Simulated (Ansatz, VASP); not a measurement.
## One calculation of SnSe, two programs

```
Sn Se
1.0
     5.20505    0.00000    0.00000
    -2.60252    4.50771    0.00000
     0.00000    0.00000    6.33278
Sn Se
2 2
Cartesian
  0.0000 3.0051 -0.2661
  2.6025 1.5026 2.9003
  0.0000 3.0051 2.6409
  2.6025 1.5026 5.8073
```

Alike in both runs: task single point; functional PBE; k mesh 6 × 6 × 4; no spin polarisation.

|  | VASP | Ansatz |
| --- | --- | --- |
| version | VASP 6.6.1 | Ansatz 0.2.0 |
| potentials or method | VASP PAW PBE potentials, release 64 (Sn_d, Se) | plane waves, PAW |
| plane-wave cutoff (eV) | 520 | 420 |
| occupations | gaussian, width 0.01 eV | fixed |
| valence electrons in the cell | 40 | 60 |

Ansatz gave:

```
gap on the k mesh at the Fermi level (eV)                     : 0.91
pressure (GPa)                                                : -1.9
traceless stress, the component that is largest in VASP (GPa) : -0.09
rms of the force components (eV/Å)                            : 0.065
```

**Question.** What did VASP give for the same quantities?

**Answer.** gap on the k mesh at the Fermi level (eV): 0.91; pressure (GPa): -1.9; traceless stress, the component that is largest in VASP (GPa): -0.07; rms of the force components (eV/Å): 0.061.

Atom by atom the forces differ by 0.003 eV/Å (rms over components). VASP's potentials hold 40 valence electrons a cell and Ansatz's 60, so a difference there can come from the potentials and not from the codes.
